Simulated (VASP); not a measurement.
# CdS: single point with LDA

The system is CdS.

```
CELL_PARAMETERS angstrom
4.07351 0.00000 0.00000
-2.03675 3.52776 0.00000
0.00000 0.00000 6.63844
ATOMIC_POSITIONS crystal
Cd 0.33333 0.66667 0.99947
Cd 0.66667 0.33333 0.49947
S 0.33333 0.66667 0.37553
S 0.66667 0.33333 0.87553
```

```json
{
  "Program": "VASP 6.6.1",
  "Task": "single point",
  "Functional": "LDA",
  "Potentials or basis": "VASP PAW LDA potentials, release 64 (Cd, S)",
  "Cutoff": "520 eV",
  "k mesh": "6 × 6 × 4",
  "Occupations": "gaussian, width 0.01 eV",
  "Spin": "no spin polarisation",
  "Dipole correction": "no",
  "Further INCAR settings": "ALGO = Normal; EDIFF = 1e-06; NBANDS = 26"
}
```

```
Pressure               : 0.6 GPa
Band gap on the k mesh : 1.05 eV
```

Forces in eV/Å, atoms in the order of the input:
```
Cd   0.000  0.000  0.002
Cd   0.000  0.000  0.002
S    0.000  0.000 -0.002
S    0.000  0.000 -0.002
```

Levels at points of the mesh, in eV from the valence-band top:
| k point | band 14 | band 15 | band 16 | band 17 | band 18 | band 19 | band 20 | band 21 | band 22 | band 23 |
| --- | --- | --- | --- | --- | --- | --- | --- | --- | --- | --- |
| (0.00, 0.00, 0.00) | -0.84 | -0.84 | -0.06 | 0.00 | 0.00 | 1.05 | 2.63 | 6.29 | 6.29 | 6.57 |
| (0.50, 0.00, 0.00) | -3.80 | -2.92 | -2.07 | -1.46 | -0.84 | 3.61 | 3.67 | 4.87 | 6.35 | 6.86 |
| (0.00, 0.00, 0.50) | -2.66 | -0.44 | -0.44 | -0.44 | -0.44 | 2.73 | 2.73 | 6.02 | 6.02 | 6.66 |
| (0.50, 0.00, 0.50) | -4.47 | -1.49 | -1.49 | -1.48 | -1.48 | 3.26 | 3.26 | 5.21 | 5.21 | 7.79 |

Wall time 68 s on 1 thread of Intel Xeon 8259CL, with other jobs on the host, peak memory 0.19 GiB.
